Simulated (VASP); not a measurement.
Here is a VASP 6.6.1 calculation.

INCAR

```
  ALGO = Normal
  EDIFF = 1E-8
  ENCUT = 520
  ISIF = 2
  ISMEAR = -1
  LASPH = True
  LCHARG = False
  LEFG = True
  LREAL = False
  LWAVE = False
  NBANDS = 19
  NELM = 100
  PREC = Accurate
  SIGMA = 0.03
```

The input KPOINTS:

```
k-points
0
Gamma
  13 13 7
```

Contents of POSCAR:

```
Zr
1.0
    3.2319982225      0.0000000000      0.0000000000
   -1.6159991112      2.7989925656      0.0000000000
    0.0000000000      0.0000000000      5.0440600000
Zr
2
Direct
    0.3333333333      0.6666666667      0.2500000000
    0.6666666667      0.3333333333      0.7500000000
```

Potentials or basis: VASP PAW LDA potentials, release 64 (Zr_sv).

Command:

```sh
$ cat potpaw_LDA.64/Zr_sv/POTCAR > POTCAR
$ mpirun -np 1 vasp_std > vasp.out
```

(1) Estimate the band gap on the k mesh.

(2) Predict the pressure.

## Answers

(1) zero (band 12 reaches 9.97 eV, above the bottom of band 13 at 8.82 eV).

(2) -4.2 GPa.

Caveat: the cell differs from its parent crystal (zz strain of -2 %); without QUAD_EFG the Cq values of the log hold for a quadrupole moment of 1 mb, not for the nuclei.
